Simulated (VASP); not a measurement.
# Nb (Im-3m) in VASP: a series of runs

Nb is run at these levels: PBE; tasks: single point.

All numbers are computed with VASP 6.6.1; they aren't measurements. Logs are shortened: lines on timing, memory, paths and dates and some standing lists are left out, and cuts for length are marked.

**1. The cell of the first run**

It takes space group Im-3m (No. 229, cubic). Conventional cell: a = 3.310 Å, b = 3.310 Å, c = 3.310 Å, α = 90.00°, β = 90.00°, γ = 90.00°. Within 3.8 Å of Nb (site symmetry m-3m) lie 14 Nb at 2.87 to 3.31 Å.

**2. Single point, PBE**

File INCAR:

```
SYSTEM = Nb
  PREC = Accurate
  ENCUT = 520
  EDIFF = 1E-7
  ISMEAR = -1
  SIGMA = 0.2
  LREAL = .False.
  LASPH = .True.
  NELM = 100
  ALGO = Normal
  ISIF = 2
  LWAVE = .False.
  LCHARG = .False.
  GGA = PE
  NBANDS = 12
```

File KPOINTS:

```
Automatic mesh
0
Gamma
  13 13 13
  0 0 0
```

File POSCAR:

```
Nb
1.0
   -1.6547957147      1.6547957147      1.6547957147
    1.6547957147     -1.6547957147      1.6547957147
    1.6547957147      1.6547957147     -1.6547957147
Nb
1
Direct
    0.0000000000      0.0000000000      0.0000000000
```

Potentials or basis: VASP PAW PBE potentials, release 64 (Nb_sv).

Started as:

```sh
$ cat potpaw_PBE.64/Nb_sv/POTCAR > POTCAR
$ mpirun -np 1 vasp_std > vasp.out
```

OUTCAR:

```text
SYSTEM = Nb
   PREC = Accurate
   ENCUT = 520
   EDIFF = 1E-7
   ISMEAR = -1
   LREAL = .False.
   LASPH = .True.
   NELM = 100
   ISIF = 2
   GGA = PE

 ion  position               nearest neighbor table
   1  0.000  0.000  0.000-

  LATTYP: Found a body centered cubic cell.
 ALAT       =     3.3095914294

  Lattice vectors:

 A1 = (  -1.6547957147,   1.6547957147,   1.6547957147)
 A2 = (   1.6547957147,  -1.6547957147,   1.6547957147)
 A3 = (   1.6547957147,   1.6547957147,  -1.6547957147)

Analysis of symmetry for initial positions (statically):
=====================================================================
 Subroutine PRICEL returns:
 Original cell was already a primitive cell.

 Routine SETGRP: Setting up the symmetry group for a
 body centered cubic supercell.

 Subroutine GETGRP returns: Found 48 space group operations
 (whereof 48 operations were pure point group operations)
 out of a pool of 48 trial point group operations.

The static configuration has the point symmetry O_h .

Analysis of symmetry for dynamics (positions and initial velocities):
=====================================================================
 Subroutine PRICEL returns:
 Original cell was already a primitive cell.

 Routine SETGRP: Setting up the symmetry group for a
 body centered cubic supercell.

 Subroutine GETGRP returns: Found 48 space group operations
 (whereof 48 operations were pure point group operations)
 out of a pool of 48 trial point group operations.

The dynamic configuration has the point symmetry O_h .

 Subroutine INISYM returns: Found 48 space group operations
 (whereof 48 operations are pure point group operations),
 and found     1 'primitive' translations

----------------------------------------------------------------------------------------

                                     Primitive cell

  volume of cell :      18.1256

  direct lattice vectors                    reciprocal lattice vectors
    -1.654795715  1.654795715  1.654795715     0.000000000  0.302152100  0.302152100
     1.654795715 -1.654795715  1.654795715     0.302152100  0.000000000  0.302152100
     1.654795715  1.654795715 -1.654795715     0.302152100  0.302152100  0.000000000

  length of vectors
     2.866190254  2.866190254  2.866190254     0.427307597  0.427307597  0.427307597

  position of ions in fractional coordinates (direct lattice)
[... 82 lines left out ...]
   NFREE  =      0    steps in history (QN), initial steepest desc. (CG)
   ISIF   =      2    stress and relaxation
   ISYM   =      2    0-nonsym 1-usesym 2-fastsym
   POTIM  = 0.5000    time-step for ionic-motion
   TEBEG  =    0.0;   TEEND  =   0.0 temperature during run
   PSTRESS=    0.0 pullay stress
   NELECT =      13.0000    total number of electrons
   NUPDOWN=      -1.0000    fix difference up-down
   EMIN   =  10.00;   EMAX   =-10.00  energy-range for DOS
   EFERMI =   0.00;   METHOD = LEGACY
   ISMEAR =    -1;   SIGMA  =   0.20  broadening in eV -4-tet -1-fermi 0-gaus
   EFERMI_NEDOS =   21; number of points for ismear=-14 and -15
   IALGO  =     38    algorithm
   IMIX   =      4    mixing-type and parameters
     AMIX     =   0.40;   BMIX     =  1.00
     AMIX_MAG =   1.60;   BMIX_MAG =  1.00
  volume/ion in A,a.u.               =      18.13       122.32
  Fermi-wavevector in a.u.,A,eV,Ry     =   1.465407  2.769217 29.217387  2.147417
  Thomas-Fermi vector in A             =   2.581267
   LORBIT       =      0    0 simple, 1 ext, 2 COOP (PROOUT), +10 PAW based schemes
   GGA     = PE    functional components
   LHFCALC =     F    Hartree Fock is set to
   AEXX    =    0.0000 exact exchange contribution
   IVDW    =     0    specifies the selected vdW correction
   LEPSILON=     F    determine dielectric tensor
   LRPA    =     F    only Hartree local field effects (RPA)
 non-spin polarized calculation
  energy-cutoff  :      520.00
  volume of cell :       18.13
 maximum number of plane-waves:       496
 NGX is ok and might be reduce to    24
   NGX = 11   NGY = 11   NGZ = 11

 number of electron      13.0000000 magnetization

 Free energy of the ion-electron system (eV)
  ---------------------------------------------------
  ext. energy  EPLUGINS =         0.00000000
  ---------------------------------------------------
  free energy    TOTEN  =       -10.30968250 eV

  energy without entropy =      -10.14250620  energy(sigma->0) =      -10.22609435

 E-fermi :  11.1617     XC(G=0): -12.4667

 val. band max:       11.1281066070   @ k =  -0.1538   0.1538   0.0769
 cond. band min:      11.1966823086   @ k =   0.3077   0.1538   0.0000
 fundamental gap:      0.0685757016
 Fermi energy:        11.1616814550

 k-point     1 :       0.0000    0.0000    0.0000
  band No.  band energies     occupation
      1     -43.2761      2.00000
      2     -18.5873      2.00000
      3     -18.5873      2.00000
      4     -18.5873      2.00000
      5       5.1576      2.00000
      6      11.4641      0.36125
      7      11.4641      0.36125
      8      11.4641      0.36125
      9      14.3529      0.00000
     10      14.3529      0.00000
     11      25.2935      0.00000
     12      25.2935      0.00000
[... 331 lines left out ...]
 k-point    24 :       0.2308    0.0769    0.0769
  band No.  band energies     occupation
      1     -43.1035      2.00000
      2     -19.5387      2.00000
      3     -18.8765      2.00000
      4     -18.6633      2.00000
      5       7.9530      2.00000
      6       9.8792      1.99672
      7      10.5740      1.89942
      8      14.1678      0.00000
      9      14.6830      0.00000
     10      15.8396      0.00000
     11      25.0719      0.00000
     12      25.7470      0.00000

 [... further k-points ...]

------------------------ aborting loop because EDIFF is reached ----------------------------------------

  FORCE on cell =-STRESS in cart. coord.  units (eV):
  Direction    XX          YY          ZZ          XY          YZ          ZX
  --------------------------------------------------------------------------------------
  -------------------------------------------------------------------------------------
  Total        0.0599956      0.0599956      0.0599956      0.0000000      0.0000000     -0.0000000
  in kB        5.3031853      5.3031853      5.3031853      0.0000000      0.0000000     -0.0000000
  external PRESSURE =       5.3031853 kB  Pullay stress =       0.0000000 kB

 VOLUME and BASIS-vectors are now :
 -----------------------------------------------------------------------------
  energy-cutoff  :      520.00
  volume of cell :       18.13
      direct lattice vectors                 reciprocal lattice vectors
    -1.654795715  1.654795715  1.654795715     0.000000000  0.302152100  0.302152100
     1.654795715 -1.654795715  1.654795715     0.302152100  0.000000000  0.302152100
     1.654795715  1.654795715 -1.654795715     0.302152100  0.302152100  0.000000000

 POSITION                                       TOTAL-FORCE (eV/Angst)
 -----------------------------------------------------------------------------------
      0.00000      0.00000      0.00000        -0.000000     -0.000000      0.000000
 -----------------------------------------------------------------------------------
    total drift:                                0.000000      0.000000     -0.000000

  FREE ENERGIE OF THE ION-ELECTRON SYSTEM (eV)
  ---------------------------------------------------
  free  energy   TOTEN  =       -10.3096824985 eV

  energy  without entropy=      -10.1425061974  energy(sigma->0) =      -10.22609435
```

OSZICAR:

```text
N       E                     dE             d eps       ncg     rms          rms(c)
DAV:   1     0.117532896408E+03    0.11753E+03   -0.71778E+03  2016   0.108E+03
DAV:   2    -0.579421511484E+01   -0.12333E+03   -0.11854E+03  2184   0.388E+02
DAV:   3    -0.104146882907E+02   -0.46205E+01   -0.43979E+01  2956   0.671E+01
DAV:   4    -0.107227159887E+02   -0.30803E+00   -0.30585E+00  2828   0.152E+01
DAV:   5    -0.107315252661E+02   -0.88093E-02   -0.88065E-02  2908   0.230E+00    0.702E+00
DAV:   6    -0.103478753850E+02    0.38365E+00   -0.59104E-01  3220   0.975E+00    0.246E+00
DAV:   7    -0.103043000096E+02    0.43575E-01   -0.17901E-01  3332   0.534E+00    0.948E-01
DAV:   8    -0.103096188835E+02   -0.53189E-02   -0.12268E-02  2424   0.146E+00    0.381E-02
DAV:   9    -0.103096721368E+02   -0.53253E-04   -0.94707E-04  3200   0.282E-01    0.422E-02
DAV:  10    -0.103096898011E+02   -0.17664E-04   -0.27254E-05  2304   0.675E-02    0.154E-02
DAV:  11    -0.103096829668E+02    0.68343E-05   -0.57813E-06  2724   0.409E-02    0.279E-03
DAV:  12    -0.103096826821E+02    0.28469E-06   -0.24245E-07  2708   0.561E-03    0.172E-03
DAV:  13    -0.103096825123E+02    0.16976E-06   -0.14917E-08  1428   0.168E-03    0.309E-04
DAV:  14    -0.103096824985E+02    0.13838E-07   -0.34351E-09  1268   0.924E-04
   1 F= -.10309682E+02 E0= -.10226094E+02  d E =-.167176E+00
```

Wall time 9.3 s (1 thread of Intel Xeon 6975P-C, shared host); peak memory 0.15 GiB.

What came out:

```yaml
Free_energy: -10.3097 eV
Pressure: 0.5 GPa
```

**3. Single point, PBE**

File INCAR:

```
SYSTEM = Nb
PREC     = Accurate       ! precision mode
ENCUT    = 520            ! plane-wave cutoff, eV
EDIFF    = 1E-7           ! SCF threshold, eV
ISMEAR   = -1             ! smearing method
SIGMA    = 0.3            ! smearing width, eV
LREAL    = .FALSE.        ! projectors in reciprocal space
LASPH    = .TRUE.         ! aspherical terms in the spheres
NELM     = 60             ! most SCF steps
ALGO     = Normal         ! electronic algorithm
ISIF     = 2              ! what is computed and relaxed
LWAVE    = .FALSE.        ! write WAVECAR
LCHARG   = .FALSE.        ! write CHGCAR
GGA      = PE             ! functional
NBANDS   = 12             ! bands
```

File KPOINTS:

```
regular mesh
0
G
  13 13 13
  0 0 0
```

POSCAR is that of step 2.

Potentials or basis: VASP PAW PBE potentials, release 64 (Nb_sv).

Started as:

```sh
$ cat potpaw_PBE.64/Nb_sv/POTCAR > POTCAR
$ mpirun -np 1 vasp_std > vasp.out
```

It took 10 s on 1 thread of Intel Xeon 6975P-C, shared host; peak memory 0.14 GiB.

The run converged. Its results:

```
Free energy : -10.4091 eV
Pressure    : 1.6 GPa
```

Levels at points of the mesh, in eV from the Fermi level:
| k point | band 3 | band 4 | band 5 | band 6 | band 7 | band 8 | band 9 | band 10 | band 11 | band 12 |
| --- | --- | --- | --- | --- | --- | --- | --- | --- | --- | --- |
| (0.00, 0.00, 0.00) | -29.80 | -29.80 | -6.06 | 0.25 | 0.25 | 0.25 | 3.14 | 3.14 | 14.08 | 14.08 |
